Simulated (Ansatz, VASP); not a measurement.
## One calculation of Se, two programs

```xyz
3
Lattice="3.8282 0.0000 0.0000 -1.9141 3.3153 0.0000 0.0000 0.0000 5.7906" Properties=species:S:1:pos:R:3 pbc="T T T"
Se    0.8293    0.0000    1.9302
Se   -0.4146    0.7182    3.8604
Se    1.4995    2.5972    0.0000
```

Alike in both runs: task single point; functional PBE; dispersion D3(BJ); k mesh 9 × 9 × 8; occupations gaussian, width 0.05 eV; no spin polarisation.

|  | VASP | Ansatz |
| --- | --- | --- |
| version | VASP 6.6.1 | Ansatz 0.2.0 |
| potentials or method | VASP PAW PBE potentials, release 64 (Se), cutoff 520 eV | scalar-relativistic, plane waves, PAW |
| valence electrons in the cell | 18 | 48 |

Ansatz gave:

```
gap on the k mesh at the Fermi level (eV)                     : none
pressure (GPa)                                                : 0.7
traceless stress, the component that is largest in VASP (GPa) : -4.18
rms of the force components (eV/Å)                            : 0.514
```

Which values does VASP return?

gap on the k mesh at the Fermi level (eV): none; pressure (GPa): 0.8; traceless stress, the component that is largest in VASP (GPa): -4.07; rms of the force components (eV/Å): 0.524.

Atom by atom the forces differ by 0.011 eV/Å (rms over components). A gap of «none» marks a metal or a gap that the smearing closes. VASP's potentials hold 18 valence electrons a cell and Ansatz's 48, so a difference there can come from the potentials and not from the codes.
